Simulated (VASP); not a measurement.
Write the native input for VASP 6.6.1 that does the following.

- Task: relaxation of cell and atoms
- Functional: PBE
- Potentials or basis: VASP PAW PBE potentials, release 64 (Ta_pv, Ga_d, Mo_sv)
- Cutoff: 600 eV
- k mesh: 4 × 4 × 4
- Occupations: gaussian, width 0.1 eV
- Spin: no spin polarisation
- Dipole correction: no
- Further INCAR settings: ALGO = Fast; EDIFF = 1e-06; IBRION = 2; EDIFFG = -0.04; NSW = 90; ISIF = 3

The structure of TaGaMo3 lies in POSCAR:

```
TaGaMo3
1.0
    4.1725105900      0.0000000000      0.0000000000
    0.0000000000      4.1725105900      0.0000000000
    0.0000000000      0.0000000000      4.1725105900
Ta Ga Mo
1 1 3
Direct
    0.5000000000      0.5000000000      0.5000000000
    0.0000000000      0.0000000000      0.0000000000
    0.0000000000      0.5000000000      0.5000000000
    0.5000000000      0.5000000000      0.0000000000
    0.5000000000      0.0000000000      0.5000000000
```

These files were run (other wordings do the same):

INCAR

```
SYSTEM = TaGaMo3
ALGO = Fast
EDIFF = 1E-6
EDIFFG = -0.04
ENCUT = 600
GGA = PE
IBRION = 2
ISIF = 3
ISMEAR = 0
LASPH = .True.
LCHARG = .False.
LREAL = .False.
LWAVE = .False.
NELM = 100
NSW = 90
PREC = Accurate
SIGMA = 0.1
```

KPOINTS

```
k-points
0
Gamma
  4 4 4
  0 0 0
```

Potentials or basis: VASP PAW PBE potentials, release 64 (Ta_pv, Ga_d, Mo_sv).

The run is started by

```bash
$ cat potpaw_PBE.64/Ta_pv/POTCAR potpaw_PBE.64/Ga_d/POTCAR potpaw_PBE.64/Mo_sv/POTCAR > POTCAR
$ mpirun -np 1 vasp_std > vasp.out
```

It gave:

The relaxed volume is 21.53 Å³/atom. The relaxed cell is a = 4.757 Å, b = 4.757 Å, c = 4.757 Å, α = 90.00°, β = 90.00°, γ = 90.00° and the space group after relaxing (to 0.05 Å) is Pm-3m (No. 221). The energy gained by relaxing is 1624.2 meV/atom. The ionic steps are 21, the pressure after relaxing is 0.3 GPa and the band gap on the k mesh is zero (band 33 reaches 6.80 eV, above the bottom of band 34 at 6.24 eV).

Caveat: the k points lie up to 0.33 Å⁻¹ apart in the final cell; the volume moved by over 15 % at a fixed basis, so the end points are rough; spin-orbit coupling is left out, which moves the levels of the heavy elements.

It took 22 min on 1 thread of AMD EPYC 9R14 (Zen 4) (shared host), peak memory 0.2 GiB.
